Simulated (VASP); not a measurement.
# C (R-3m) in VASP: single point with PBEsol+D3(BJ)

Aim: the single point of C with PBEsol+D3(BJ).

Everything below comes from runs of VASP 6.6.1. Logs are shortened: lines on timing, memory, paths and dates and some standing lists are left out, and cuts for length are marked.

### 1 The cell of the first run

Symmetry: R-3m, No. 166, trigonal system. Conventional cell: a = 2.458 Å, b = 2.458 Å, c = 61.258 Å, α = 90.00°, β = 90.00°, γ = 120.00°. C (site symmetry 3m) has 3 C at 1.42 Å within 1.9 Å. C (site symmetry 3m) has 3 C at 1.42 Å within 1.9 Å. Within 1.9 Å of C (site symmetry 3m) lie 3 C at 1.42 Å. Within 1.9 Å of C (site symmetry 3m) lie 3 C at 1.42 Å. Within 1.9 Å of C (site symmetry 3m) lie 3 C at 1.42 Å. C (site symmetry 3m) has 3 C at 1.42 Å within 1.9 Å.

### 2 Single point, PBEsol+D3(BJ)

Input file INCAR:

```
ALGO = Normal
EDIFF = 1E-6
ENCUT = 600
GGA = PS
GGA_COMPAT = False
ISIF = 2
ISMEAR = 0
IVDW = 12
LASPH = True
LCHARG = True
LELF = True
LREAL = False
LVHAR = True
LWAVE = False
NBANDS = 36
NELM = 120
PREC = Accurate
SIGMA = 0.03
```

Input file KPOINTS:

```
k-points
0
Gamma
  15 15 2
```

Input file POSCAR:

```
C
1.0
   -1.2289486572     -2.1286015142      0.0000000000
    1.2289486572     -2.1286015142      0.0000000000
    0.0000000000     -1.4190676761     20.4193683166
C
12
Direct
    0.6953220714      0.6953220714      0.9140337857
    0.2508776270      0.2508776270      0.2473671191
    0.4730998492      0.4730998492      0.5807004524
    0.7491445952      0.7491445952      0.7525662143
    0.3047001508      0.3047001508      0.0858995476
    0.5269223730      0.5269223730      0.4192328809
    0.9713753441      0.9713753441      0.0858739677
    0.1935975663      0.1935975663      0.4192073011
    0.4158197885      0.4158197885      0.7525406344
    0.8064246559      0.8064246559      0.5807260323
    0.0286468781      0.0286468781      0.9140593656
    0.5842024337      0.5842024337      0.2473926989
```

Potentials or basis: VASP PAW PBE potentials, release 64 (C).

Started as:

```sh
$ cat potpaw_PBE.64/C/POTCAR > POTCAR
$ mpirun -np 1 vasp_std > vasp.out
```

OUTCAR:

```text
EDIFF = 1E-6
   ENCUT = 600
   GGA = PS
   ISIF = 2
   ISMEAR = 0
   IVDW = 12
   LASPH = True
   LREAL = False
   NELM = 120
   PREC = Accurate
 IVDW          = 12

 ion  position               nearest neighbor table
   1  0.695  0.695  0.914-  11 1.42  11 1.42  11 1.42
   2  0.251  0.251  0.247-  12 1.42  12 1.42  12 1.42
   3  0.473  0.473  0.581-  10 1.42  10 1.42  10 1.42
   4  0.749  0.749  0.753-   9 1.42   9 1.42   9 1.42
   5  0.305  0.305  0.086-   7 1.42   7 1.42   7 1.42
   6  0.527  0.527  0.419-   8 1.42   8 1.42   8 1.42
   7  0.971  0.971  0.086-   5 1.42   5 1.42   5 1.42
   8  0.194  0.194  0.419-   6 1.42   6 1.42   6 1.42
   9  0.416  0.416  0.753-   4 1.42   4 1.42   4 1.42
  10  0.806  0.806  0.581-   3 1.42   3 1.42   3 1.42
  11  0.029  0.029  0.914-   1 1.42   1 1.42   1 1.42
  12  0.584  0.584  0.247-   2 1.42   2 1.42   2 1.42

  LATTYP: Found a trigonal (rhomboedric) cell.
 ALAT       =    20.4686187985
 COS(alpha) =     0.9927902468

  Lattice vectors:

 A1 = (   1.2289486572,   0.7095338381,  20.4193683166)
 A2 = (  -1.2289486572,   0.7095338381,  20.4193683166)
 A3 = (   0.0000000000,  -1.4190676761,  20.4193683166)

Analysis of symmetry for initial positions (statically):
=====================================================================
 Subroutine PRICEL returns:
 Original cell was already a primitive cell.

 Routine SETGRP: Setting up the symmetry group for a
 trigonal (rhombohedral) supercell.

 Subroutine GETGRP returns: Found 12 space group operations
 (whereof  6 operations were pure point group operations)
 out of a pool of 12 trial point group operations.

The static configuration has the point symmetry C_3v.
 The point group associated with its full space group is D_3d.

Analysis of symmetry for dynamics (positions and initial velocities):
=====================================================================
 Subroutine PRICEL returns:
 Original cell was already a primitive cell.

 Routine SETGRP: Setting up the symmetry group for a
 trigonal (rhombohedral) supercell.

 Subroutine GETGRP returns: Found 12 space group operations
 (whereof  6 operations were pure point group operations)
 out of a pool of 12 trial point group operations.

The dynamic configuration has the point symmetry C_3v.
 The point group associated with its full space group is D_3d.

 Subroutine INISYM returns: Found 12 space group operations
[... 149 lines left out ...]
   PSTRESS=    0.0 pullay stress
   NELECT =      48.0000    total number of electrons
   NUPDOWN=      -1.0000    fix difference up-down
   EMIN   =  10.00;   EMAX   =-10.00  energy-range for DOS
   EFERMI =   0.00;   METHOD = LEGACY
   ISMEAR =     0;   SIGMA  =   0.03  broadening in eV -4-tet -1-fermi 0-gaus
   EFERMI_NEDOS =   21; number of points for ismear=-14 and -15
   IALGO  =     38    algorithm
   IMIX   =      4    mixing-type and parameters
     AMIX     =   0.40;   BMIX     =  1.00
     AMIX_MAG =   1.60;   BMIX_MAG =  1.00
  volume/ion in A,a.u.               =       8.90        60.08
  Fermi-wavevector in a.u.,A,eV,Ry     =   1.253877  2.369485 21.391199  1.572209
  Thomas-Fermi vector in A             =   2.387709
   LORBIT       =      0    0 simple, 1 ext, 2 COOP (PROOUT), +10 PAW based schemes
   GGA     = PS    functional components
   LHFCALC =     F    Hartree Fock is set to
   AEXX    =    0.0000 exact exchange contribution
   IVDW    =    12    specifies the selected vdW correction
   LEPSILON=     F    determine dielectric tensor
   LRPA    =     F    only Hartree local field effects (RPA)
 non-spin polarized calculation
 Gauss-broadening in eV      SIGMA  =   0.03
  energy-cutoff  :      600.00
  volume of cell :      106.83
 maximum number of plane-waves:      3632
   NGX =  9   NGY =  9   NGZ = 81

 number of electron      48.0000001 magnetization

 Free energy of the ion-electron system (eV)
  ---------------------------------------------------
  ext. energy  EPLUGINS =         0.00000000
  ---------------------------------------------------
  free energy    TOTEN  =      -115.70703603 eV

  energy without entropy =     -115.70673513  energy(sigma->0) =     -115.70688558

 E-fermi :   4.5217     XC(G=0): -10.4559

 val. band max:        4.5215588479   @ k =  -0.3333   0.3333   0.5000
 cond. band min:       4.5217518665   @ k =  -0.3333   0.3333   0.5000
 fundamental gap:      0.0001930185
 Fermi energy:         4.5216546331

 k-point     1 :       0.0000    0.0000    0.0000
  band No.  band energies     occupation
      1     -15.1473      2.00000
      2     -15.0858      2.00000
      3     -15.0844      2.00000
      4     -14.9318      2.00000
      5     -14.9311      2.00000
      6     -14.8629      2.00000
[... 925 lines left out ...]
     35      13.6049      0.00000
     36      13.7211      0.00000

 [... further k-points ...]

------------------------ aborting loop because EDIFF is reached ----------------------------------------

 Edisp (eV)   -1.30355

 E8    (eV) :    -0.6337

  FORCE on cell =-STRESS in cart. coord.  units (eV):
  Direction    XX          YY          ZZ          XY          YZ          ZX
  --------------------------------------------------------------------------------------
  -------------------------------------------------------------------------------------
  Total       0.46715     0.46715    -0.43663     0.00000    -0.00000     0.00000
  in kB       7.00590     7.00590    -6.54816     0.00000    -0.00000     0.00000
  external pressure =        2.49 kB  Pullay stress =        0.00 kB

 VOLUME and BASIS-vectors are now :
 -----------------------------------------------------------------------------
  energy-cutoff  :      600.00
  volume of cell :      106.83
      direct lattice vectors                 reciprocal lattice vectors
    -1.228948657 -2.128601514  0.000000000    -0.406851822 -0.234896009 -0.016324370
     1.228948657 -2.128601514  0.000000000     0.406851822 -0.234896009 -0.016324370
     0.000000000 -1.419067676 20.419368317     0.000000000  0.000000000  0.048973111

 POSITION                                       TOTAL-FORCE (eV/Angst)
 -----------------------------------------------------------------------------------
      0.00000     -4.25720     18.66399         0.000000      0.000000      0.016493
      0.00000     -1.41907      5.05108         0.000000     -0.000000     -0.003193
      0.00000     -2.83814     11.85754         0.000000      0.000000      0.002019
      0.00000     -4.25720     15.36693         0.000000      0.000000      0.003193
      0.00000     -1.41907      1.75401         0.000000     -0.000000     -0.016493
      0.00000     -2.83814      8.56047         0.000000     -0.000000     -0.002019
      0.00000     -4.25720      1.75349         0.000000     -0.000000     -0.036169
      0.00000     -1.41907      8.55995         0.000000     -0.000000     -0.000430
      0.00000     -2.83814     15.36640         0.000000     -0.000000     -0.003718
      0.00000     -4.25720     11.85806         0.000000      0.000000      0.000430
      0.00000     -1.41907     18.66451         0.000000      0.000000      0.036169
      0.00000     -2.83814      5.05160         0.000000      0.000000      0.003718
 -----------------------------------------------------------------------------------
    total drift:                                0.000000     -0.000000     -0.000000

  FREE ENERGIE OF THE ION-ELECTRON SYSTEM (eV)
  ---------------------------------------------------
  free  energy   TOTEN  =      -117.0105852915 eV

  energy  without entropy=     -117.0102843937  energy(sigma->0) =     -117.01043484
```

OSZICAR:

```text
N       E                     dE             d eps       ncg     rms          rms(c)
DAV:   1     0.190639231840E+03    0.19064E+03   -0.26255E+04  9224   0.139E+03
DAV:   2    -0.107422800560E+03   -0.29806E+03   -0.28087E+03 12204   0.273E+02
DAV:   3    -0.122669277148E+03   -0.15246E+02   -0.15105E+02 11492   0.592E+01
DAV:   4    -0.122904972324E+03   -0.23570E+00   -0.23524E+00 11660   0.839E+00
DAV:   5    -0.122911380448E+03   -0.64081E-02   -0.64040E-02 11840   0.133E+00    0.157E+01
DAV:   6    -0.117436112432E+03    0.54753E+01   -0.53407E+00 11100   0.931E+00    0.908E+00
DAV:   7    -0.115700691702E+03    0.17354E+01   -0.63416E+00 11028   0.102E+01    0.217E+00
DAV:   8    -0.115706877319E+03   -0.61856E-02   -0.25997E-01 10600   0.204E+00    0.201E-01
DAV:   9    -0.115706506472E+03    0.37085E-03   -0.51490E-03 11932   0.340E-01    0.107E-01
DAV:  10    -0.115707015597E+03   -0.50912E-03   -0.80503E-04 11244   0.130E-01    0.804E-02
DAV:  11    -0.115707033358E+03   -0.17761E-04   -0.35840E-05 12292   0.291E-02    0.115E-02
DAV:  12    -0.115707035243E+03   -0.18857E-05   -0.27201E-06 10112   0.811E-03    0.464E-03
DAV:  13    -0.115707036026E+03   -0.78251E-06   -0.12912E-06  9560   0.522E-03
   1 F= -.11701059E+03 E0= -.11701043E+03  d E =-.300898E-03
```

Run time: 4.7 min. Hardware: 1 thread of Intel Xeon 6975P-C (Granite Rapids), shared host; peak memory 0.51 GiB.

Results:

```yaml
Free_energy: -117.0106 eV
Pressure: 0.2 GPa
Largest_force: 0.036 eV/Å
Band_gap_on_the_k_mesh: zero (filled and empty bands touch)
Dispersion_energy_per_atom: -0.109 eV
```

Forces on the atoms (eV/Å):
```
C    0.000  0.000  0.016
C    0.000  0.000 -0.003
C    0.000  0.000  0.002
C    0.000  0.000  0.003
C    0.000  0.000 -0.016
C    0.000  0.000 -0.002
C    0.000  0.000 -0.036
C    0.000  0.000  0.000
C    0.000  0.000 -0.004
C    0.000  0.000  0.000
C    0.000  0.000  0.036
C    0.000  0.000  0.004
```

Stress tensor (GPa, compression positive):
```
 0.70  0.00  0.00
 0.00  0.70  0.00
 0.00  0.00 -0.65
```

Levels at points of the mesh, in eV from the Fermi level:
| k point | band 20 | band 21 | band 22 | band 23 | band 24 | band 25 | band 26 | band 27 | band 28 | band 29 |
| --- | --- | --- | --- | --- | --- | --- | --- | --- | --- | --- |
| (0.00, 0.00, 0.00) | -2.96 | -2.96 | -2.96 | -2.95 | -2.95 | 3.91 | 5.14 | 5.14 | 8.04 | 8.04 |
| (0.00, 0.00, 0.50) | -2.96 | -2.95 | -2.95 | -2.95 | -2.95 | 4.24 | 4.24 | 6.19 | 6.79 | 8.36 |

Caveat: the PAW data sets were made with another functional, which shifts forces and pressure a little.
